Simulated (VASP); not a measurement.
Set up this calculation in VASP 6.6.1, as the native input.

* Task: single point
* Functional: PBE
* Potentials or basis: VASP PAW PBE potentials, release 64 (As, Se)
* Cutoff: 520 eV
* k mesh: 8 × 8 × 8
* Occupations: gaussian, width 0.1 eV
* Spin: no spin polarisation
* Dipole correction: no
* Further INCAR settings: ALGO = Normal; EDIFF = 1e-06; NBANDS = 25

The structure of As2Se lies in POSCAR:

```
As2Se
1.0
    0.0000000000      3.9379510184      3.9379510184
    3.9379510184      0.0000000000      3.9379510184
    3.9379510184      3.9379510184      0.0000000000
As Se
4 2
Direct
    0.6250000000      0.6250000000      0.6250000000
    0.1250000000      0.6250000000      0.6250000000
    0.6250000000      0.6250000000      0.1250000000
    0.6250000000      0.1250000000      0.6250000000
    0.0000000000      0.0000000000      0.0000000000
    0.2500000000      0.2500000000      0.2500000000
```

The cell was generated, and may not be a known phase.

The input as run:

INCAR

```
  PREC = Accurate
  ENCUT = 520
  EDIFF = 1E-6
  ISMEAR = 0
  SIGMA = 0.1
  LREAL = F
  LASPH = T
  NELM = 80
  ALGO = Normal
  ISIF = 2
  LWAVE = F
  LCHARG = F
  GGA = PE
  NBANDS = 25
```

KPOINTS

```
regular mesh
0
Gamma
  8 8 8
```

Potentials or basis: VASP PAW PBE potentials, release 64 (As, Se).

The run is started by

```bash
$ cat potpaw_PBE.64/As/POTCAR potpaw_PBE.64/Se/POTCAR > POTCAR
$ mpirun -np 1 vasp_std > vasp.out
```

Results of the run:

* Pressure: 0.1 GPa
* Band gap on the k mesh: zero (bands 16 and 17 overlap by 1.70 eV)

Wall time 2.4 min on 1 thread of Intel Xeon 8259CL, with other jobs on the host, peak memory 0.29 GiB.
